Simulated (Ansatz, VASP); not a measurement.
# AlN in VASP and in Ansatz

```xyz
4
Lattice="3.1888 0.0000 0.0000 -1.5944 2.7616 0.0000 0.0000 0.0000 5.1025" Properties=species:S:1:pos:R:3 pbc="T T T"
Al    0.0000    1.8410    0.0000
Al    1.5944    0.9205    2.5512
N     0.0000    1.8410    1.9644
N     1.5944    0.9205    4.5157
```

Change from the starting cell: strain +0.025 along x and y, +0.025 along z, atoms carried along.

Alike in both runs: task single point; functional r2SCAN; k mesh 12 × 12 × 6; occupations gaussian, width 0.05 eV; no spin polarisation.

```csv
,VASP,Ansatz
version,VASP 6.6.1,Ansatz 0.2.0
potentials or method,"VASP PAW PBE potentials, release 64 (Al, N), cutoff 520 eV","scalar-relativistic, plane waves, PAW"
valence electrons in the cell,16,16
```

```tsv
	VASP	Ansatz	Ansatz less VASP
gap on the k mesh at the Fermi level (eV)	4.17	4.13	-0.036
least direct gap on the mesh (eV)	4.17	4.13	-0.036
pressure (GPa)	-14.4	-14.0	+0.39
traceless stress, the component that is largest in VASP (GPa)	0.12	0.12	-0.006
rms of the force components (eV/Å)	0.110	0.110	+0.0001
```

VASP's potentials were made for PBE, not for r2SCAN. Atom by atom the forces differ by 0.000 eV/Å (rms over components). With one functional, cell and mesh, what is left measures potentials, basis and numerics.
